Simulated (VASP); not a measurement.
# Al16O23 (a cell with a defect) in VASP: single point with PBEsol

Aim: the single point of Al16O23 (a cell with a defect) with PBEsol.

All numbers are computed with VASP 6.6.1; they aren't measurements. Logs are shortened: lines on timing, memory, paths and dates and some standing lists are left out, and cuts for length are marked.

## (1) The cell of the first run

The cell holds a defect, 39 atoms: a = 7.064 Å, b = 7.064 Å, c = 7.064 Å, α = 85.72°, β = 85.72°, γ = 85.72°.

## (2) Single point, PBEsol

INCAR reads:

```
ALGO = Normal
EDIFF = 1E-6
ENCUT = 520
GGA = PS
ISIF = 2
ISMEAR = 0
LASPH = T
LCHARG = T
LELF = T
LREAL = Auto
LVHAR = T
LWAVE = F
NBANDS = 118
NELECT = 188.0
NELM = 60
PREC = Accurate
SIGMA = 0.05
```

KPOINTS reads:

```
k-points
0
Gamma
  2 2 2
```

POSCAR reads:

```
Al16O23
1.0
   -4.8050270000     -2.7741840000      4.3720840000
    4.8050270000     -2.7741840000      4.3720840000
    0.0000000000      5.5483680000      4.3720840000
Al O
16 23
Direct
    0.1440571723      0.1522058172      0.1449620218
    0.3530684118      0.3506905953      0.3506590976
    0.6455759694      0.6285561904      0.6460451952
    0.8468920241      0.8508442709      0.8541377559
    0.6436036155      0.6481326058      0.1587627543
    0.8569948513      0.8416131451      0.3525131052
    0.1425315237      0.1524684222      0.6498620281
    0.3577121038      0.3508038659      0.8482427354
    0.6673427780      0.1538652352      0.6235901726
    0.8327664040      0.3769194801      0.8460002052
    0.1492507005      0.6496631888      0.1451152677
    0.3511969968      0.8556040119      0.3508746687
    0.1473353827      0.6500092880      0.6500010513
    0.3560155485      0.8558218322      0.8485116956
    0.6536032080      0.1463973684      0.1496549278
    0.8543471377      0.3545818548      0.3727129395
    0.3899714249      0.6012008557      0.7531675073
    0.4063226002      0.2554990475      0.5964700256
    0.5895314611      0.7348100811      0.4019916883
    0.2500046648      0.5984852453      0.4021010915
    0.5860294124      0.4023707645      0.2392102292
    0.9044560957      0.0959835630      0.7536922020
    0.9145404426      0.7618899384      0.5982579370
    0.1102278648      0.2474583815      0.3994092359
    0.2548356112      0.9090143293      0.5952454877
    0.7254629479      0.0567058535      0.3926234793
    0.0988601564      0.9045921918      0.2486631900
    0.9104712640      0.5984564079      0.2655576725
    0.9008130839      0.2516001262      0.0999557197
    0.1001403245      0.7581615195      0.9040246490
    0.2454914331      0.4054123017      0.0916579383
    0.7747035265      0.6078327878      0.9433234696
    0.0935076453      0.4043903414      0.7452331385
    0.4002133912      0.0967532554      0.2424537636
    0.4016099940      0.7519511266      0.0958908700
    0.5958170029      0.2471890118      0.9045914492
    0.7501896802      0.9037526168      0.0966146592
    0.2500721736      0.1003658937      0.9004023089
    0.5993170709      0.9006219876      0.7488715659
```

Potentials or basis: VASP PAW PBE potentials, release 64 (Al, O).

Run with:

```
cat potpaw_PBE.64/Al/POTCAR potpaw_PBE.64/O/POTCAR > POTCAR
mpirun -np 1 vasp_std > vasp.out
```

OUTCAR:

```text
EDIFF = 1E-6
   ENCUT = 520
   GGA = PS
   ISIF = 2
   ISMEAR = 0
   LASPH = T
   LREAL = Auto
   NELECT = 188.0
   NELM = 60
   PREC = Accurate

 ion  position               nearest neighbor table
   1  0.144  0.152  0.145-  29 1.85  38 1.88  27 1.89  24 1.96  31 1.98  34 1.99   2 2.68   8 2.84
                            12 2.84  16 2.87  14 3.28   6 3.29
   2  0.353  0.351  0.351-  21 1.82  18 1.87  20 1.90  24 1.91  34 2.00  31 2.03   1 2.68  15 2.83
                             7 2.84  11 2.84   5 3.20   9 3.22  13 3.29
   3  0.646  0.629  0.646-  19 1.89  17 1.92  39 2.10  23 2.18  32 2.34  10 2.54   4 2.76   6 2.86
                            14 2.87  16 3.06   8 3.13  12 3.30   9 3.36
   4  0.847  0.851  0.854-  37 1.85  32 1.88  22 1.88  30 1.91  39 1.95  23 1.97   3 2.76  13 2.83
                             5 2.85   9 2.87  15 3.22  11 3.25   7 3.28  10 3.36
   5  0.644  0.648  0.159-  32 1.75  21 1.85  19 1.87  35 1.88  37 2.01  28 2.08   6 2.63  12 2.77
                             4 2.85  16 2.86  10 3.19   2 3.20  14 3.29
   6  0.857  0.842  0.353-  26 1.75  23 1.85  28 1.87  27 1.88  37 2.02  19 2.08   5 2.63  11 2.77
                            15 2.85   3 2.86   9 3.18  13 3.20   1 3.29
   7  0.143  0.152  0.650-  22 1.84  24 1.87  25 1.89  33 1.95  38 1.98  18 2.05   8 2.68   2 2.84
                            14 2.84  10 2.93  16 3.12   4 3.28  12 3.28
   8  0.358  0.351  0.848-  36 1.84  17 1.87  31 1.89  18 1.95  38 1.98  33 2.05   7 2.68  13 2.83
                             1 2.84   9 2.93   3 3.13  15 3.28  11 3.28
   9  0.667  0.154  0.624-  26 1.82  18 1.95  22 1.97  39 2.01  36 2.15  16 2.54  10 2.69   4 2.87
                             8 2.93   6 3.18   2 3.22   3 3.36  15 3.36
  10  0.833  0.377  0.846-  32 1.82  33 1.94  36 1.97  29 2.02  22 2.15   3 2.54   9 2.69  15 2.87
                             7 2.93   5 3.19  13 3.22  16 3.35   4 3.36
  11  0.149  0.650  0.145-  30 1.86  31 1.86  28 1.88  35 1.97  27 1.99  20 2.00  12 2.68   6 2.77
                             2 2.84  14 2.84   4 3.25   8 3.28  16 3.30
  12  0.351  0.856  0.351-  34 1.86  25 1.86  19 1.88  27 1.97  35 1.99  20 2.00  11 2.68   5 2.77
                            13 2.84   1 2.84  15 3.25   7 3.28   3 3.30
  13  0.147  0.650  0.650-  23 1.82  33 1.87  20 1.90  17 1.91  30 2.00  25 2.03  14 2.68   4 2.83
                             8 2.83  12 2.84   6 3.20  10 3.22   2 3.29
  14  0.356  0.856  0.849-  39 1.85  38 1.88  35 1.88  17 1.96  25 1.98  30 1.98  13 2.68   7 2.84
                            11 2.84   3 2.87   1 3.28   5 3.29
  15  0.654  0.146  0.150-  37 1.85  26 1.88  36 1.88  34 1.91  29 1.95  21 1.97  16 2.77   2 2.83
                             6 2.85  10 2.87   4 3.22  12 3.25   8 3.28   9 3.36
  16  0.854  0.355  0.373-  28 1.89  24 1.92  29 2.10  21 2.17  26 2.34   9 2.54  15 2.77   5 2.86
                             1 2.87   3 3.06   7 3.12  11 3.30  10 3.35
  17  0.390  0.601  0.753-   8 1.87  13 1.91   3 1.92  14 1.96
  18  0.406  0.255  0.596-   2 1.87   9 1.95   8 1.95   7 2.05
  19  0.590  0.735  0.402-   5 1.87  12 1.88   3 1.89   6 2.08
  20  0.250  0.598  0.402-  13 1.90   2 1.90  11 2.00  12 2.00
  21  0.586  0.402  0.239-   2 1.82   5 1.85  15 1.97  16 2.17
  22  0.904  0.096  0.754-   7 1.84   4 1.88   9 1.97  10 2.15
[... 15 lines left out ...]
  38  0.250  0.100  0.900-  14 1.88   1 1.88   8 1.98   7 1.98
  39  0.599  0.901  0.749-  14 1.85   4 1.95   9 2.01   3 2.10

  LATTYP: Found a trigonal (rhomboedric) cell.
 ALAT       =     7.0639582365
 COS(alpha) =     0.0746084541

  Lattice vectors:

 A1 = (  -4.8050270000,  -2.7741840000,   4.3720840000)
 A2 = (   4.8050270000,  -2.7741840000,   4.3720840000)
 A3 = (   0.0000000000,   5.5483680000,   4.3720840000)

Analysis of symmetry for initial positions (statically):
=====================================================================
 Subroutine PRICEL returns:
 Original cell was already a primitive cell.

 Routine SETGRP: Setting up the symmetry group for a
 trigonal (rhombohedral) supercell.

 Subroutine GETGRP returns: Found  1 space group operations
 (whereof  1 operations were pure point group operations)
 out of a pool of 12 trial point group operations.

The static configuration has the point symmetry C_1 .

Analysis of symmetry for dynamics (positions and initial velocities):
=====================================================================
 Subroutine PRICEL returns:
 Original cell was already a primitive cell.

 Routine SETGRP: Setting up the symmetry group for a
 trigonal (rhombohedral) supercell.

 Subroutine GETGRP returns: Found  1 space group operations
 (whereof  1 operations were pure point group operations)
[... 114 lines left out ...]

  Cartesian coordinates                     Fractional coordinates (reciprocal lattice)
    -0.052028844 -0.030038863  0.038120646     0.500000000  0.000000000 -0.000000000
     0.052028844 -0.030038863  0.038120646     0.000000000  0.500000000 -0.000000000
     0.000000000  0.060077726  0.038120646    -0.000000000 -0.000000000  0.500000000

  Length of vectors
     0.071151371  0.071151371  0.071151366

  Shift w.r.t. Gamma in fractional coordinates (k-lattice)
     0.000000000  0.000000000  0.000000000

 Subroutine IBZKPT returns following result:
 ===========================================

 Found      8 irreducible k-points:

 Following reciprocal coordinates:
            Coordinates               Weight
  0.000000  0.000000  0.000000      1.000000
  0.500000  0.000000 -0.000000      1.000000
  0.000000  0.500000 -0.000000      1.000000
 -0.000000 -0.000000  0.500000      1.000000
  0.500000  0.500000 -0.000000      1.000000
  0.500000  0.000000  0.500000      1.000000
  0.000000  0.500000  0.500000      1.000000
  0.500000  0.500000  0.500000      1.000000
   k-points           NKPTS =      8   k-points in BZ     NKDIM =      8   number of bands    NBANDS=    118
   number of dos      NEDOS =    301   number of ions     NIONS =     39
   total plane-waves  NPLWV = 157464
   dimension x,y,z NGX =    54 NGY =   54 NGZ =   54
   dimension x,y,z NGXF=   108 NGYF=  108 NGZF=  108
   ions per type =              16  23
   NGX,Y,Z   is equivalent  to a cutoff of  12.71, 12.71, 12.71 a.u.
   NGXF,Y,Z  is equivalent  to a cutoff of  25.42, 25.42, 25.42 a.u.
 SYSTEM =  unknown system
   PREC   = accura    normal or accurate (medium, high low for compatibility)
   ISTART =      0    job   : 0-new  1-cont  2-samecut
   ICHARG =      2    charge: 1-file 2-atom 10-const
   ISPIN  =      1    spin polarized calculation?
   LNONCOLLINEAR =      F non collinear calculations
   LSORBIT =      F    spin-orbit coupling
   LASPH  =      T    aspherical Exc in radial PAW
   ENCUT  =  520.0 eV  38.22 Ry    6.18 a.u.  13.13 13.13 13.13*2*pi/ulx,y,z
   NELM   =     60;   NELMIN=  2; NELMDL= -5     # of ELM steps
   EDIFF  = 0.1E-05   stopping-criterion for ELM
   LREAL  =      T    real-space projection
   EDIFFG = 0.1E-04   stopping-criterion for IOM
   NSW    =      0    number of steps for IOM
   IBRION =     -1    ionic relax: 0-MD 1-quasi-New 2-CG
   NFREE  =      0    steps in history (QN), initial steepest desc. (CG)
   ISIF   =      2    stress and relaxation
   ISYM   =      2    0-nonsym 1-usesym 2-fastsym
   POTIM  = 0.5000    time-step for ionic-motion
   TEBEG  =    0.0;   TEEND  =   0.0 temperature during run
   PSTRESS=    0.0 pullay stress
   NELECT =     188.0000    total number of electrons
   NUPDOWN=      -1.0000    fix difference up-down
   EMIN   =  10.00;   EMAX   =-10.00  energy-range for DOS
   EFERMI =   0.00;   METHOD = LEGACY
   ISMEAR =     0;   SIGMA  =   0.05  broadening in eV -4-tet -1-fermi 0-gaus
   EFERMI_NEDOS =   21; number of points for ismear=-14 and -15
   IALGO  =     38    algorithm
   IMIX   =      4    mixing-type and parameters
     AMIX     =   0.40;   BMIX     =  1.00
     AMIX_MAG =   1.60;   BMIX_MAG =  1.00
  volume/ion in A,a.u.               =       8.97        60.51
  Fermi-wavevector in a.u.,A,eV,Ry     =   1.331181  2.515568 24.110113  1.772043
  Thomas-Fermi vector in A             =   2.460212
   LORBIT       =      0    0 simple, 1 ext, 2 COOP (PROOUT), +10 PAW based schemes
   GGA     = PS    functional components
   LHFCALC =     F    Hartree Fock is set to
   AEXX    =    0.0000 exact exchange contribution
   IVDW    =     0    specifies the selected vdW correction
   LEPSILON=     F    determine dielectric tensor
   LRPA    =     F    only Hartree local field effects (RPA)
 non-spin polarized calculation
 Gauss-broadening in eV      SIGMA  =   0.05
  energy-cutoff  :      520.00
  volume of cell :      349.68
 maximum number of plane-waves:      9428
 NGX is ok and might be reduce to    54
   NGX = 27   NGY = 27   NGZ = 27

 number of electron     187.9999981 magnetization

 Free energy of the ion-electron system (eV)
  ---------------------------------------------------
  ext. energy  EPLUGINS =         0.00000000
  ---------------------------------------------------
  free energy    TOTEN  =      -278.80031744 eV

  energy without entropy =     -278.80031744  energy(sigma->0) =     -278.80031744

 E-fermi :  11.5968     XC(G=0): -11.7787

 val. band max:       11.2936850987   @ k =   0.0000   0.0000   0.0000
 cond. band min:      11.8757054251   @ k =   0.0000   0.0000   0.0000
 fundamental gap:      0.5820203265
 Fermi energy:        11.5968369926

 k-point     1 :       0.0000    0.0000    0.0000
  band No.  band energies     occupation
      1     -13.5001      2.00000
      2     -12.4609      2.00000
      3     -12.3407      2.00000
      4     -12.1241      2.00000
      5     -11.8039      2.00000
      6     -11.7823      2.00000
[... 861 lines left out ...]
    105      14.9293      0.00000
    106      14.9341      0.00000
 [bands above 106 left out]

------------------------ aborting loop because EDIFF is reached ----------------------------------------

  FORCE on cell =-STRESS in cart. coord.  units (eV):
  Direction    XX          YY          ZZ          XY          YZ          ZX
  --------------------------------------------------------------------------------------
  -------------------------------------------------------------------------------------
  Total       25.0231900     18.8005270     37.2508326      5.2222635      3.2552432      5.6922244
  in kB      114.6522055     86.1409712    170.6772842     23.9275658     14.9149973     26.0808507
  external PRESSURE =     123.8234870 kB  Pullay stress =       0.0000000 kB

 VOLUME and BASIS-vectors are now :
 -----------------------------------------------------------------------------
  energy-cutoff  :      520.00
  volume of cell :      349.68
      direct lattice vectors                 reciprocal lattice vectors
    -4.805027000 -2.774184000  4.372084000    -0.104057688 -0.060077726  0.076241292
     4.805027000 -2.774184000  4.372084000     0.104057688 -0.060077726  0.076241292
     0.000000000  5.548368000  4.372084000     0.000000000  0.120155452  0.076241292

 POSITION                                       TOTAL-FORCE (eV/Angst)
 -----------------------------------------------------------------------------------
      0.03915     -0.01759      1.92907         0.004828     -0.005779     -0.009273
     -0.01143     -0.00677      4.61000         0.006657      0.008619     -0.005239
     -0.08178      0.04982      8.39518         0.001045     -0.007672     -0.015192
      0.01899      0.02924     11.15701         0.000187     -0.011478      0.009760
      0.02176     -2.70264      6.34170         0.005887      0.023266      0.006315
     -0.07391     -2.75638      8.96767        -0.017651      0.000593     -0.013729
[... 31 lines left out ...]
     -0.71934      4.02358      5.46878        -0.001520     -0.005775     -0.000358
      1.44778     -0.00609      9.83199        -0.008370     -0.020932      0.010973
 -----------------------------------------------------------------------------------
    total drift:                                0.001189     -0.007004      0.000811

  FREE ENERGIE OF THE ION-ELECTRON SYSTEM (eV)
  ---------------------------------------------------
  free  energy   TOTEN  =      -278.8003174395 eV

  energy  without entropy=     -278.8003174395  energy(sigma->0) =     -278.80031744
```

Run time: 6.3 min. Hardware: 1 thread of Intel Xeon Platinum 8488C (Sapphire Rapids), shared host; peak memory 0.48 GiB.

Results:

```
Free energy   : -278.8003 eV
Largest force : 0.059 eV/Å
```

Forces in eV/Å, atoms in the order of the input:
```
Al   0.005 -0.006 -0.009
Al   0.007  0.009 -0.005
Al   0.001 -0.008 -0.015
Al   0.000 -0.011  0.010
Al   0.006  0.023  0.006
Al  -0.018  0.001 -0.014
Al   0.017  0.003 -0.004
Al  -0.011 -0.009 -0.001
Al   0.021  0.035 -0.001
Al  -0.046  0.009  0.004
Al   0.015  0.018 -0.018
Al  -0.017  0.001  0.012
Al  -0.002 -0.004 -0.005
Al   0.002 -0.001  0.008
Al   0.008 -0.005  0.000
Al   0.006 -0.009  0.009
O    0.011 -0.004 -0.001
O   -0.020 -0.008 -0.001
O    0.002  0.026  0.013
O   -0.004 -0.005  0.004
O   -0.013 -0.016  0.000
O    0.000  0.011  0.005
O    0.014  0.005 -0.008
O    0.003 -0.009  0.006
O   -0.008  0.007 -0.003
O    0.056 -0.009  0.013
O    0.012  0.004 -0.012
O   -0.028  0.021  0.008
O    0.020 -0.006 -0.003
O    0.011  0.000 -0.012
O   -0.004  0.008  0.006
O   -0.009 -0.041 -0.007
O   -0.006 -0.002 -0.002
O   -0.006 -0.006  0.007
O   -0.004 -0.002  0.009
O   -0.015  0.000 -0.010
O    0.001  0.007  0.001
O   -0.002 -0.006  0.000
O   -0.008 -0.021  0.011
```

Caveat: the k points lie up to 0.45 Å⁻¹ apart; the cell carries a net charge on a neutralising background, which shifts energy and pressure; the cell is charged against a uniform background, so pressure and absolute levels hang on convention; the PAW data sets were made with another functional, which shifts forces and pressure a little.
